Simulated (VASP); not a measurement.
# Co (Fd-3m) in VASP: notebook

The runs below take Co through single point, with RPBE.

Everything below comes from runs of VASP 6.6.1. Logs are shortened: lines on timing, memory, paths and dates and some standing lists are left out, and cuts for length are marked.

## (1) The cell of the first run

Symmetry: Fd-3m, No. 227, cubic system. The conventional cell has a = 4.906 Å, b = 4.906 Å, c = 4.906 Å, α = 90.00°, β = 90.00°, γ = 90.00°. Within 2.8 Å of Co (site symmetry -43m) lie 4 Co at 2.12 Å.

This isn't the form of Co at room conditions, which is hcp.

## (2) Single point, RPBE (14.76 Å³/atom)

Contents of INCAR:

```
SYSTEM = Co
PREC = Accurate ; ENCUT = 690
EDIFF = 1E-6 ; ISMEAR = -1
SIGMA = 0.1 ; LREAL = .False.
LASPH = .True. ; NELM = 120
ALGO = Normal ; ISIF = 2
LWAVE = .False. ; LCHARG = .True.
GGA = RP ; LELF = .True.
LVHAR = .True. ; NBANDS = 24
GGA_COMPAT = .False.
```

Contents of KPOINTS:

```
regular mesh
0
Gamma
  12 12 12
  0 0 0
```

Contents of POSCAR:

```
Co
1.0
    0.0000000000      2.4527638596      2.4527638596
    2.4527638596      0.0000000000      2.4527638596
    2.4527638596      2.4527638596      0.0000000000
Co
2
Direct
    0.1250000000      0.1250000000      0.1250000000
    0.8750000000      0.8750000000      0.8750000000
```

Potentials or basis: VASP PAW PBE potentials, release 64 (Co_sv).

On the command line:

```
$ cat potpaw_PBE.64/Co_sv/POTCAR > POTCAR
$ mpirun -np 1 vasp_std > vasp.out
```

OUTCAR:

```text
SYSTEM = Co
   PREC = Accurate
   ENCUT = 690
   EDIFF = 1E-6
   ISMEAR = -1
   LREAL = .False.
   LASPH = .True.
   NELM = 120
   ISIF = 2
   GGA = RP

 ion  position               nearest neighbor table
   1  0.125  0.125  0.125-   2 2.12   2 2.12   2 2.12   2 2.12
   2  0.875  0.875  0.875-   1 2.12   1 2.12   1 2.12   1 2.12

  LATTYP: Found a face centered cubic cell.
 ALAT       =     4.9055277192

  Lattice vectors:

 A1 = (   0.0000000000,   2.4527638596,   2.4527638596)
 A2 = (   2.4527638596,   0.0000000000,   2.4527638596)
 A3 = (   2.4527638596,   2.4527638596,   0.0000000000)

Analysis of symmetry for initial positions (statically):
=====================================================================
 Subroutine PRICEL returns:
 Original cell was already a primitive cell.

 Routine SETGRP: Setting up the symmetry group for a
 face centered cubic supercell.

 Subroutine GETGRP returns: Found 48 space group operations
 (whereof 12 operations were pure point group operations)
 out of a pool of 48 trial point group operations.

The static configuration has the point symmetry D_3d.
 The point group associated with its full space group is O_h .

Analysis of symmetry for dynamics (positions and initial velocities):
=====================================================================
 Subroutine PRICEL returns:
 Original cell was already a primitive cell.

 Routine SETGRP: Setting up the symmetry group for a
 face centered cubic supercell.

 Subroutine GETGRP returns: Found 48 space group operations
 (whereof 12 operations were pure point group operations)
 out of a pool of 48 trial point group operations.

The dynamic configuration has the point symmetry D_3d.
 The point group associated with its full space group is O_h .

 Subroutine INISYM returns: Found 48 space group operations
 (whereof 12 operations are pure point group operations),
 and found     1 'primitive' translations

----------------------------------------------------------------------------------------

                                     Primitive cell

  volume of cell :      29.5119

  direct lattice vectors                    reciprocal lattice vectors
     0.000000000  2.452763860  2.452763860    -0.203851666  0.203851666  0.203851666
     2.452763860  0.000000000  2.452763860     0.203851666 -0.203851666  0.203851666
     2.452763860  2.452763860  0.000000000     0.203851666  0.203851666 -0.203851666

  length of vectors
     3.468731916  3.468731916  3.468731916     0.353081443  0.353081443  0.353081443

  position of ions in fractional coordinates (direct lattice)
     0.125000000  0.125000000  0.125000000
     0.875000000  0.875000000  0.875000000

  ion indices of the primitive-cell ions
   primitive index   ion index
                 1           1
                 2           2

----------------------------------------------------------------------------------------

 KPOINTS: regular mesh

Automatic generation of k-mesh.
 Grid dimensions read from file:
 generate k-points for:   12   12   12

 Generating k-lattice:

  Cartesian coordinates                     Fractional coordinates (reciprocal lattice)
    -0.016987639  0.016987639  0.016987639     0.083333333  0.000000000  0.000000000
     0.016987639 -0.016987639  0.016987639     0.000000000  0.083333333  0.000000000
     0.016987639  0.016987639 -0.016987639     0.000000000  0.000000000  0.083333333

  Length of vectors
     0.029423454  0.029423454  0.029423454

  Shift w.r.t. Gamma in fractional coordinates (k-lattice)
     0.000000000  0.000000000  0.000000000

 Subroutine IBZKPT returns following result:
 ===========================================

 Found     72 irreducible k-points:

 Following reciprocal coordinates:
            Coordinates               Weight
  0.000000  0.000000  0.000000      1.000000
  0.083333  0.000000  0.000000      8.000000
  0.166667  0.000000  0.000000      8.000000
  0.250000  0.000000  0.000000      8.000000
  0.333333  0.000000  0.000000      8.000000
  0.416667  0.000000  0.000000      8.000000
[... 16 lines left out ...]
  0.500000  0.166667  0.000000     24.000000
 -0.416667  0.166667  0.000000     24.000000
 [... further k-points ...]
   k-points           NKPTS =     72   k-points in BZ     NKDIM =     72   number of bands    NBANDS=     24
   number of dos      NEDOS =    301   number of ions     NIONS =      2
   total plane-waves  NPLWV =  27000
   dimension x,y,z NGX =    30 NGY =   30 NGZ =   30
   dimension x,y,z NGXF=    60 NGYF=   60 NGZF=   60
   ions per type =               2
   NGX,Y,Z   is equivalent  to a cutoff of  14.38, 14.38, 14.38 a.u.
   NGXF,Y,Z  is equivalent  to a cutoff of  28.76, 28.76, 28.76 a.u.
 SYSTEM =  Co
   PREC   = accura    normal or accurate (medium, high low for compatibility)
   ISTART =      0    job   : 0-new  1-cont  2-samecut
   ICHARG =      2    charge: 1-file 2-atom 10-const
   ISPIN  =      1    spin polarized calculation?
   LNONCOLLINEAR =      F non collinear calculations
   LSORBIT =      F    spin-orbit coupling
   LASPH  =      T    aspherical Exc in radial PAW
   ENCUT  =  690.0 eV  50.71 Ry    7.12 a.u.   7.43  7.43  7.43*2*pi/ulx,y,z
   NELM   =    120;   NELMIN=  2; NELMDL= -5     # of ELM steps
   EDIFF  = 0.1E-05   stopping-criterion for ELM
   LREAL  =      F    real-space projection
[... 7 lines left out ...]
   TEBEG  =    0.0;   TEEND  =   0.0 temperature during run
   PSTRESS=    0.0 pullay stress
   NELECT =      34.0000    total number of electrons
   NUPDOWN=      -1.0000    fix difference up-down
   EMIN   =  10.00;   EMAX   =-10.00  energy-range for DOS
   EFERMI =   0.00;   METHOD = LEGACY
   ISMEAR =    -1;   SIGMA  =   0.10  broadening in eV -4-tet -1-fermi 0-gaus
   EFERMI_NEDOS =   21; number of points for ismear=-14 and -15
   IALGO  =     38    algorithm
   IMIX   =      4    mixing-type and parameters
     AMIX     =   0.40;   BMIX     =  1.00
     AMIX_MAG =   1.60;   BMIX_MAG =  1.00
  volume/ion in A,a.u.               =      14.76        99.58
  Fermi-wavevector in a.u.,A,eV,Ry     =   1.716203  3.243154 40.073971  2.945354
  Thomas-Fermi vector in A             =   2.793433
   LORBIT       =      0    0 simple, 1 ext, 2 COOP (PROOUT), +10 PAW based schemes
   GGA     = RP    functional components
   LHFCALC =     F    Hartree Fock is set to
   AEXX    =    0.0000 exact exchange contribution
   IVDW    =     0    specifies the selected vdW correction
   LEPSILON=     F    determine dielectric tensor
   LRPA    =     F    only Hartree local field effects (RPA)
 non-spin polarized calculation
  energy-cutoff  :      690.00
  volume of cell :       29.51
 maximum number of plane-waves:      1243
 NGX is ok and might be reduce to    30
   NGX = 15   NGY = 15   NGZ = 15

 number of electron      33.9999963 magnetization

 Free energy of the ion-electron system (eV)
  ---------------------------------------------------
  ext. energy  EPLUGINS =         0.00000000
  ---------------------------------------------------
  free energy    TOTEN  =       -10.54500806 eV

  energy without entropy =      -10.40582487  energy(sigma->0) =      -10.47541646

 E-fermi :   7.8499     XC(G=0): -11.6155

 val. band max:        7.8450893960   @ k =   0.3333   0.1667   0.0833
 cond. band min:       7.8714002710   @ k =  -0.1667   0.1667   0.0000
 fundamental gap:      0.0263108750
 Fermi energy:         7.8499398038

 k-point     1 :       0.0000    0.0000    0.0000
  band No.  band energies     occupation
      1     -87.6009      2.00000
      2     -87.3570      2.00000
      3     -50.9068      2.00000
      4     -50.9068      2.00000
      5     -50.9068      2.00000
      6     -50.4993      2.00000
[... 16 lines left out ...]
     23      21.4567      0.00000
     24      21.4567      0.00000

 k-point     2 :       0.0833    0.0000    0.0000
  band No.  band energies     occupation
      1     -87.5978      2.00000
      2     -87.3601      2.00000
      3     -50.9100      2.00000
      4     -50.9100      2.00000
      5     -50.9059      2.00000
      6     -50.5005      2.00000
[... 16 lines left out ...]
     23      22.2107      0.00000
     24      22.4972      0.00000

 k-point     3 :       0.1667    0.0000    0.0000
  band No.  band energies     occupation
      1     -87.5889      2.00000
      2     -87.3691      2.00000
      3     -50.9182      2.00000
      4     -50.9182      2.00000
      5     -50.9034      2.00000
      6     -50.5040      2.00000
[... 16 lines left out ...]
     23      21.7112      0.00000
     24      23.4732      0.00000

 k-point     4 :       0.2500    0.0000    0.0000
  band No.  band energies     occupation
      1     -87.5754      2.00000
      2     -87.3827      2.00000
      3     -50.9291      2.00000
      4     -50.9291      2.00000
      5     -50.9005      2.00000
      6     -50.5087      2.00000
[... 16 lines left out ...]
     23      21.1551      0.00000
     24      22.8307      0.00000

 k-point     5 :       0.3333    0.0000    0.0000
  band No.  band energies     occupation
      1     -87.5597      2.00000
      2     -87.3985      2.00000
      3     -50.9397      2.00000
      4     -50.9397      2.00000
      5     -50.8973      2.00000
      6     -50.5135      2.00000
[... 451 lines left out ...]
 k-point    22 :       0.4167    0.1667    0.0000
  band No.  band energies     occupation
      1     -87.5440      2.00000
      2     -87.4142      2.00000
      3     -50.9686      2.00000
      4     -50.9594      2.00000
      5     -50.8459      2.00000
      6     -50.5639      2.00000
[... 16 lines left out ...]
     23      19.0808      0.00000
     24      23.4978      0.00000

 k-point    23 :       0.5000    0.1667    0.0000
  band No.  band energies     occupation
      1     -87.5319      2.00000
      2     -87.4264      2.00000
      3     -50.9780      2.00000
      4     -50.9613      2.00000
      5     -50.8406      2.00000
      6     -50.5696      2.00000
[... 16 lines left out ...]
     23      19.1223      0.00000
     24      23.8782      0.00000

 k-point    24 :      -0.4167    0.1667    0.0000
  band No.  band energies     occupation
      1     -87.5302      2.00000
      2     -87.4281      2.00000
      3     -50.9815      2.00000
      4     -50.9577      2.00000
      5     -50.8421      2.00000
      6     -50.5679      2.00000
[... 16 lines left out ...]
     23      19.3312      0.00000
     24      23.3827      0.00000

 [... further k-points ...]

------------------------ aborting loop because EDIFF is reached ----------------------------------------

  FORCE on cell =-STRESS in cart. coord.  units (eV):
  Direction    XX          YY          ZZ          XY          YZ          ZX
  --------------------------------------------------------------------------------------
  -------------------------------------------------------------------------------------
  Total        0.8090729      0.8090729      0.8090729      0.0000000      0.0000000     -0.0000000
  in kB       43.9239126     43.9239126     43.9239126      0.0000000      0.0000000     -0.0000000
  external PRESSURE =      43.9239126 kB  Pullay stress =       0.0000000 kB

 VOLUME and BASIS-vectors are now :
 -----------------------------------------------------------------------------
  energy-cutoff  :      690.00
  volume of cell :       29.51
      direct lattice vectors                 reciprocal lattice vectors
     0.000000000  2.452763860  2.452763860    -0.203851666  0.203851666  0.203851666
     2.452763860  0.000000000  2.452763860     0.203851666 -0.203851666  0.203851666
     2.452763860  2.452763860  0.000000000     0.203851666  0.203851666 -0.203851666

 POSITION                                       TOTAL-FORCE (eV/Angst)
 -----------------------------------------------------------------------------------
      0.61319      0.61319      0.61319         0.000000     -0.000000     -0.000000
      4.29234      4.29234      4.29234        -0.000000      0.000000      0.000000
 -----------------------------------------------------------------------------------
    total drift:                               -0.000000      0.000000      0.000000

  FREE ENERGIE OF THE ION-ELECTRON SYSTEM (eV)
  ---------------------------------------------------
  free  energy   TOTEN  =       -10.5450080563 eV

  energy  without entropy=      -10.4058248702  energy(sigma->0) =      -10.47541646
```

Run time: 35 s. Hardware: 1 thread of Intel Xeon 6975P-C (Granite Rapids), shared host; peak memory 0.19 GiB.

Results:

```yaml
Free_energy: -10.5450 eV
Pressure: 4.4 GPa
Band_gap_on_the_k_mesh: zero (bands 17 and 18 overlap by 0.75 eV)
```

Levels at points of the mesh, in eV from the Fermi level:
| k point | band 14 | band 15 | band 16 | band 17 | band 18 | band 19 | band 20 | band 21 |
| --- | --- | --- | --- | --- | --- | --- | --- | --- |
| (0.00, 0.00, 0.00) | -2.89 | -1.05 | -1.05 | -1.05 | 0.30 | 0.30 | 13.32 | 13.32 |
| (0.50, 0.00, 0.00) | -2.90 | -1.56 | -0.59 | -0.59 | 0.10 | 0.10 | 1.50 | 9.78 |
| (0.50, 0.50, 0.00) | -2.04 | -1.34 | -1.34 | 0.27 | 0.27 | 1.87 | 1.87 | 4.88 |

Caveat: the cell stands under pressure; the PAW data sets were made with another functional, which shifts forces and pressure a little; the run has no spin polarisation, though such a crystal can be magnetic. Spin polarisation is off, so any magnetic state and its effect on volume and gap are missing.

## (3) Single point, RPBE (13.53 Å³/atom)

This run uses another cell than the first one, of 13.53 Å³/atom.

Contents of INCAR:

```
SYSTEM = Co
PREC = Accurate
ENCUT = 690
EDIFF = 1E-6
ISMEAR = -1
SIGMA = 0.1
LREAL = .False.
LASPH = .True.
NELM = 120
ALGO = Normal
ISIF = 2
LWAVE = .False.
LCHARG = .False.
GGA = RP
NBANDS = 24
GGA_COMPAT = .False.
```

Contents of KPOINTS:

```
Automatic mesh
0
Gamma
  12 12 12
  0 0 0
```

Contents of POSCAR:

```
Co
1.0
    0.0000000000      2.3826461609      2.3826461609
    2.3826461609      0.0000000000      2.3826461609
    2.3826461609      2.3826461609      0.0000000000
Co
2
Direct
    0.1250000000      0.1250000000      0.1250000000
    0.8750000000      0.8750000000      0.8750000000
```

Potentials or basis: VASP PAW PBE potentials, release 64 (Co_sv).

On the command line:

```
$ cat potpaw_PBE.64/Co_sv/POTCAR > POTCAR
$ mpirun -np 1 vasp_std > vasp.out
```

Run time: 62 s. Hardware: 1 thread of Intel Xeon Platinum 8375C at 2.90GHz (Ice Lake), shared host; peak memory 0.19 GiB.

It converged, with:

```
Free energy            : -10.3563 eV
Pressure               : 19.2 GPa
Band gap on the k mesh : zero (bands 17 and 18 overlap by 0.86 eV)
```

Levels at points of the mesh, in eV from the Fermi level:
```
           k point  band 14  band 15  band 16  band 17  band 18  band 19  band 20  band 21
(0.00, 0.00, 0.00)    -3.22    -1.18    -1.18    -1.18     0.35     0.35    14.18    14.18
(0.50, 0.00, 0.00)    -3.23    -1.74    -0.66    -0.66     0.12     0.12     1.69    10.47
(0.50, 0.50, 0.00)    -2.16    -1.52    -1.52     0.31     0.31     2.03     2.03     5.10
```

Caveat: the cell stands under pressure; the PAW data sets were made with another functional, which shifts forces and pressure a little; the run has no spin polarisation, though such a crystal can be magnetic. Spin polarisation is off, so any magnetic state and its effect on volume and gap are missing.

The gap in the log of VASP goes by the Fermi energy; the results here count the filled bands.